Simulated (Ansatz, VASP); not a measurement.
# Sn5Ge in VASP and in Ansatz

```
Sn Ge
1.0
     3.41536    0.00000    0.00000
    -1.70768    2.95779    0.00000
     0.00000    0.00000   15.89388
Sn Ge
5 1
Direct
  0.66667 0.33333 0.64920
  0.33333 0.66667 0.35080
  0.66667 0.33333 0.16957
  0.00000 0.00000 0.00000
  0.33333 0.66667 0.83043
  0.00000 0.00000 0.50000
```

Alike in both runs: functional PBE; k mesh 12 × 12 × 4; occupations gaussian, width 0.1 eV; no spin polarisation.

Ansatz relaxed the structure, and its values are those at the end. VASP's run is a single point on that final structure, the one shown.

|  | VASP | Ansatz |
| --- | --- | --- |
| version | VASP 6.6.1 | Ansatz 0.2.0 |
| potentials or method | VASP PAW PBE potentials, release 64 (Sn_d, Ge_d), cutoff 520 eV | scalar-relativistic, plane waves, PAW |
| valence electrons in the cell | 84 | 84 |

|  | VASP | Ansatz | Ansatz less VASP |
| --- | --- | --- | --- |
| gap on the k mesh at the Fermi level (eV) | none | none | - |
| pressure (GPa) | 0.0 | 0.0 | +0.01 |

A gap of «none» marks a metal or a gap that the smearing closes.
